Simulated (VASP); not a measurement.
**Ir2Ru: single point with PBE**

The system is Ir2Ru.

```
Ru Ir
1.0
     2.73496    0.00000    0.00000
    -1.36748    2.36855    0.00000
     0.00000    0.00000   12.90621
Ru Ir
2 4
Direct
  0.33333 0.66667 0.25000
  0.66667 0.33333 0.75000
  0.33333 0.66667 0.91667
  0.33333 0.66667 0.58333
  0.66667 0.33333 0.08333
  0.66667 0.33333 0.41667
```

```json
{
  "Program": "VASP 6.6.1",
  "Task": "single point",
  "Functional": "PBE",
  "Potentials or basis": "VASP PAW PBE potentials, release 64 (Ru_pv, Ir)",
  "Cutoff": "520 eV",
  "k mesh": "6 × 6 × 2",
  "Occupations": "gaussian, width 0.1 eV",
  "Spin": "no spin polarisation"
}
```

```json
{
  "Pressure": "10.4 GPa",
  "Largest force": "0.888 eV/Å",
  "Band gap on the k mesh": "zero (bands 32 and 33 overlap by 2.63 eV)"
}
```

Forces in eV/Å, atoms in the order of the input:
```
Ru   0.000  0.000  0.000
Ru   0.000  0.000  0.000
Ir   0.000  0.000 -0.888
Ir   0.000  0.000  0.888
Ir   0.000  0.000  0.888
Ir   0.000  0.000 -0.888
```

Stress tensor (GPa, compression positive):
```
11.09  0.00  0.00
 0.00 11.09  0.00
 0.00  0.00  9.01
```

Levels at points of the mesh, in eV from the Fermi level:
```tsv
k point	band 29	band 30	band 31	band 32	band 33	band 34	band 35	band 36	band 37	band 38
(0.00, 0.00, 0.00)	-2.52	-2.20	-2.20	-0.98	-0.98	-0.79	-0.79	0.16	0.42	0.42
(0.50, 0.00, 0.00)	0.86	0.89	1.05	1.15	1.23	1.39	1.43	1.45	1.47	1.56
(0.00, 0.00, 0.50)	-1.75	-1.75	-1.75	-1.75	-0.90	-0.90	-0.05	-0.05	-0.05	-0.05
(0.50, 0.00, 0.50)	0.70	0.70	1.11	1.11	1.19	1.19	1.41	1.41	2.49	2.49
```

Wall time 40 s on 1 thread of AMD EPYC 9R45 (Zen 5) (shared host), peak memory 0.17 GiB.

Caveat: the k points lie up to 0.44 Å⁻¹ apart, too coarse for converged energies and pressures of a metal; spin-orbit coupling is left out, which moves the levels of the heavy elements.
